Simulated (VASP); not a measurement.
Here is a VASP 6.6.1 calculation.

The input INCAR:

```
ALGO = Normal ; EDIFF = 1E-6
ENCUT = 520 ; GGA = PE
ISIF = 2 ; ISMEAR = -1
LASPH = True ; LCHARG = False
LREAL = False ; LWAVE = False
NBANDS = 23 ; NELM = 80
PREC = Accurate ; SIGMA = 0.02
```

KPOINTS

```
k-points
0
Gamma
  6 6 6
```

POSCAR

```
NaScSe2
1.0
    4.0046071643      0.0000000000      0.0000000000
    0.0000000000      4.0046071643      0.0000000000
    0.0000000000      0.0000000000      5.4275684717
Na Se Sc
1 2 1
Direct
    0.0000000000      0.0000000000      0.0000000000
    0.0000000000      0.0000000000      0.5000000000
    0.5000000000      0.5000000000      0.0000000000
    0.5000000000      0.5000000000      0.5000000000
```

Potentials or basis: VASP PAW PBE potentials, release 64 (Na_pv, Se, Sc_sv).

The run is started by

```sh
$ cat potpaw_PBE.64/Na_pv/POTCAR potpaw_PBE.64/Se/POTCAR potpaw_PBE.64/Sc_sv/POTCAR > POTCAR
$ mpirun -np 1 vasp_std > vasp.out
```

Problem. Predict the pressure.

Solution. 1.1 GPa.

Problem. Predict the band gap on the k mesh.

Solution. Zero (bands 15 and 16 overlap by 0.05 eV).

Stress tensor (GPa, compression positive):
```
0.97 0.00 0.00
0.00 0.97 0.00
0.00 0.00 1.47
```

Caveat: semilocal functionals underestimate gaps, and a narrow one can read as zero.
